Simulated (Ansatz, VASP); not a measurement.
## One calculation of ZnAg2S2, two programs

Contents of INCAR:

```
SYSTEM = ZnAg2S2
PREC = Accurate
ENCUT = 600
EDIFF = 1E-6
ISMEAR = 0
SIGMA = 0.1
LREAL = .False.
LASPH = .True.
NELM = 100
ALGO = Normal
ISIF = 3
LWAVE = .False.
LCHARG = .False.
GGA = PE
IBRION = 2
NSW = 100
EDIFFG = -0.01
```

The input KPOINTS:

```
Automatic mesh
0
Gamma
  12 12 8
  0 0 0
```

File POSCAR:

```
ZnAg2S2
1.0
    4.4627713613      0.0000000000      0.0000000000
   -2.2313856807      3.8648733702      0.0000000000
    0.0000000000      0.0000000000      5.5836124474
Zn Ag S
1 2 2
Direct
    0.6666666667      0.3333333333      0.0000000000
    0.6666666667      0.3333333333      0.5000000000
    0.0000000000      0.0000000000      0.0000000000
    0.3333333333      0.6666666667      0.7437419079
    0.3333333333      0.6666666667      0.2562580921
```

Input for Ansatz:

```yaml
crystal:
  lattice:
    - [4.4627713613, 0.0, 0.0]
    - [-2.2313856807, 3.8648733702, 0.0]
    - [0.0, 0.0, 5.5836124474]
  atoms:
    - { symbol: Zn, position: [0.6666666667, 0.3333333333, 0.0] }
    - { symbol: Ag, position: [0.6666666667, 0.3333333333, 0.5] }
    - { symbol: Ag, position: [0.0, 0.0, 0.0] }
    - { symbol: S, position: [0.3333333333, 0.6666666667, 0.7437419079] }
    - { symbol: S, position: [0.3333333333, 0.6666666667, 0.2562580921] }
basis:
  ecutwfc: 420
kpoints:
  mp_grid: { grid: [12, 12, 8] }
hamiltonian:
  xc: pbe
scf:
  occupations: { method: gaussian, width: 0.1 }
output:
  forces: true
  stress: true
  eigenvalues: true
relax:
  adjacent_minimum: "off"
  f_tol: 0.01
  max_steps: 80
  cell: { stress_tol: 0.05 }
```

Change from the starting cell: species swapped into the Sr2ZnSb2 type (P-6m2, No. 187).

Alike in both runs: task relaxation of cell and atoms; functional PBE; k mesh 12 × 12 × 8; occupations gaussian, width 0.1 eV; no spin polarisation.

|  | VASP | Ansatz |
| --- | --- | --- |
| version | VASP 6.6.1 | Ansatz 0.2.0 |
| potentials or method | VASP PAW PBE potentials, release 64 (Zn, Ag, S), cutoff 600 eV | scalar-relativistic, plane waves, PAW |
| valence electrons in the cell | 46 | 62 |

VASP gave:

* gap on the k mesh at the Fermi level, each at its own relaxed structure (eV): none
* relaxed volume (Å³/atom): 19.29
* relaxed length of the cell vector where the two differ most in proportion (Å): 5.568

Question: Which values does Ansatz return?

Answer: gap on the k mesh at the Fermi level, each at its own relaxed structure (eV): none; relaxed volume (Å³/atom): 19.29; relaxed length of the cell vector where the two differ most in proportion (Å): 5.584.

A gap of «none» marks a metal or a gap that the smearing closes. VASP's potentials hold 46 valence electrons a cell and Ansatz's 62, so a difference there can come from the potentials and not from the codes.
